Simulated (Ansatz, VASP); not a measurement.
**Two plane-wave programs on Al2Cu**

File INCAR:

```
PREC     = Accurate       # precision mode
ENCUT    = 520            # plane-wave cutoff, eV
EDIFF    = 1E-7           # SCF threshold, eV
ISMEAR   = 0              # smearing method
SIGMA    = 0.15           # smearing width, eV
LREAL    = F              # projectors in reciprocal space
LASPH    = T              # aspherical terms in the spheres
NELM     = 60             # most SCF steps
ALGO     = Normal         # electronic algorithm
ISIF     = 2              # what is computed and relaxed
LWAVE    = F              # write WAVECAR
LCHARG   = F              # write CHGCAR
GGA      = PE             # functional
NBANDS   = 16             # bands
```

KPOINTS

```
regular mesh
0
Gamma
  10 10 14
```

POSCAR

```
Al2Cu
1.0
    4.0250000000      0.0000000000      0.0000000000
    0.0000000000      4.0250000000      0.0000000000
    0.0000000000      0.0000000000      2.8078000000
Al Cu
2 1
Direct
    0.5000000000      0.0000000000      0.5000000000
    0.0000000000      0.5000000000      0.5000000000
    0.0000000000      0.0000000000      0.0000000000
```

Input for Ansatz:

```yaml
crystal:
  lattice:
    - [4.025, 0.0, 0.0]
    - [0.0, 4.025, 0.0]
    - [0.0, 0.0, 2.8078]
  atoms:
    - { symbol: Al, position: [0.5, 0.0, 0.5] }
    - { symbol: Al, position: [0.0, 0.5, 0.5] }
    - { symbol: Cu, position: [0.0, 0.0, 0.0] }
basis:
  ecutwfc: 520.0
kpoints:
  mp_grid: { grid: [10, 10, 14] }
hamiltonian:
  xc: pbe
  pseudopotentials: { kind: paw, azcp: { folder: soft_1 } }
scf:
  occupations: { method: gaussian, width: 0.15 }
output:
  forces: true
  stress: true
  eigenvalues: true
```

Alike in both runs: task single point; functional PBE; k mesh 10 × 10 × 14; occupations gaussian, width 0.15 eV; no spin polarisation.

```csv
,VASP,Ansatz
version,VASP 6.6.1,Ansatz 0.2.0
potentials or method,"VASP PAW PBE potentials, release 64 (Al, Cu), cutoff 520 eV","scalar-relativistic, plane waves, PAW"
valence electrons in the cell,17,25
```

```tsv
	VASP	Ansatz	Ansatz less VASP
gap on the k mesh at the Fermi level (eV)	none	none	-
pressure (GPa)	8.1	8.0	-0.11
traceless stress, the component that is largest in VASP (GPa)	0.40	0.37	-0.031
```

A gap of «none» marks a metal or a gap that the smearing closes. VASP's potentials hold 17 valence electrons a cell and Ansatz's 25, so a difference there can come from the potentials and not from the codes.
